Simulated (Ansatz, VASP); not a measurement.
# Ta4Ti: VASP beside Ansatz

```xyz
10
Lattice="8.2743 0.0000 0.0000 -4.1372 7.1658 0.0000 0.0000 0.0000 4.8672" Properties=species:S:1:pos:R:3 pbc="T T T"
Ti    0.0000    4.7772    0.0000
Ti    4.1372    2.3886    0.0000
Ta   -1.4341    2.4839    2.4336
Ta    2.7031    4.6819    2.4336
Ta    2.8681    0.0000    2.4336
Ta   -2.7031    4.6819    2.4336
Ta    1.4341    2.4839    2.4336
Ta    5.4062    0.0000    2.4336
Ta    0.0000    4.7772    2.4336
Ta    4.1372    2.3886    2.4336
```

Alike in both runs: task single point; functional PBE; k mesh 6 × 6 × 8; occupations gaussian, width 0.1 eV; no spin polarisation.

```csv
,VASP,Ansatz
version,VASP 6.6.1,Ansatz 0.2.0
potentials or method,"VASP PAW PBE potentials, release 64 (Ti_sv, Ta_pv), cutoff 520 eV","scalar-relativistic, plane waves, PAW"
valence electrons in the cell,112,128
```

|  | VASP | Ansatz | Ansatz less VASP |
| --- | --- | --- | --- |
| gap on the k mesh at the Fermi level (eV) | none | none | - |
| pressure (GPa) | 0.1 | 0.0 | -0.10 |
| rms of the force components (eV/Å) | 0.006 | 0.000 | -0.0053 |

Atom by atom the forces differ by 0.005 eV/Å (rms over components). A gap of «none» marks a metal or a gap that the smearing closes. VASP's potentials hold 112 valence electrons a cell and Ansatz's 128, so a difference there can come from the potentials and not from the codes.

Neither program's run includes spin-orbit coupling.
